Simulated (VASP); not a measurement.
Runs of VASP 6.6.1 on KRu2. The structure is that of space group P-3m1 (No. 164), or close to it. The cells are those of the table. 

```tsv
task	cell	k mesh	cutoff (eV)	gap on the mesh (eV)	pressure (GPa)	relaxed volume (Å³/atom)	largest force (eV/Å)
single point	a = 3.747, b = 3.747, c = 6.479 Å, angles 90.0, 90.0, 120.0°, 3 atoms	15 × 15 × 8	520	none	0.1	-	0.05
relaxation of cell and atoms	relaxed from a = 3.733, b = 3.733, c = 6.555 Å, angles 90.0, 90.0, 120.0°, 3 atoms	15 × 15 × 8	600	none	0.0	(a)	-
relaxation of cell and atoms	relaxed from a = 3.701, b = 3.701, c = 8.058 Å, angles 90.0, 90.0, 120.0°, 3 atoms	6 × 6 × 2	600	none	-0.1	18.41	0.02
single point	a = 3.766, b = 3.766, c = 6.365 Å, angles 90.0, 90.0, 120.0°, 3 atoms	6 × 6 × 2	520	none	0.1	-	0.05
relaxation of cell and atoms	relaxed from a = 3.766, b = 3.766, c = 6.365 Å, angles 90.0, 90.0, 120.0°, 3 atoms	6 × 6 × 4	600	none	0.2	26.25	0.01
```

Alike in all rows: level PBE; potentials or basis VASP PAW PBE potentials, release 64 (K_sv, Ru_pv); no spin polarisation; smearing gaussian 0.1 eV.

Q: Estimate the missing entries.

A: (a) 26.27.

Caveats: some runs use coarse meshes; the volume moved by over 15 % at a fixed basis, so the end points are rough (some runs).

A k mesh can miss the band edges, and the runs leave out spin-orbit coupling on Ru.

A gap of «none» marks levels without a gap at the run's occupations.
